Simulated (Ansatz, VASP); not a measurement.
Two plane-wave programs on HgS

```xyz
10
Lattice="4.2366 0.0000 0.0000 0.0000 5.9915 0.0000 0.0000 0.0000 23.4732" Properties=species:S:1:pos:R:3 pbc="T T T"
Hg    2.1183    2.6950    7.9848
Hg    0.0000    0.1167    9.4933
Hg    2.1183    3.0336   11.7366
Hg    0.0000    0.1167   13.9797
Hg    2.1183    2.6949   15.4885
S     0.0000    1.5317    7.3558
S     2.1183    4.6045    9.6510
S     0.0000    1.5389   11.7367
S     2.1183    4.6045   13.8224
S     0.0000    1.5317   16.1174
```

Alike in both runs: task single point; functional PBE; k mesh 8 × 6 × 1; occupations gaussian, width 0.1 eV; no spin polarisation.

```csv
,VASP,Ansatz
version,VASP 6.6.1,Ansatz 0.2.0
potentials or method,"VASP PAW PBE potentials, release 64 (Hg, S), cutoff 400 eV","scalar-relativistic, plane waves, PAW"
valence electrons in the cell,90,130
```

VASP gave:

```
gap on the k mesh at the Fermi level (eV) : 0.53
least direct gap on the mesh (eV)         : 0.53
rms of the force components (eV/Å)        : 0.016
```

Task: Which values does Ansatz return?

Result: gap on the k mesh at the Fermi level (eV): 0.53; least direct gap on the mesh (eV): 0.53; rms of the force components (eV/Å): 0.006.

VASP's potentials hold 90 valence electrons a cell and Ansatz's 130, so a difference there can come from the potentials and not from the codes. Ansatz's warnings: xc potential rough in thin density.

Neither program's run includes spin-orbit coupling.
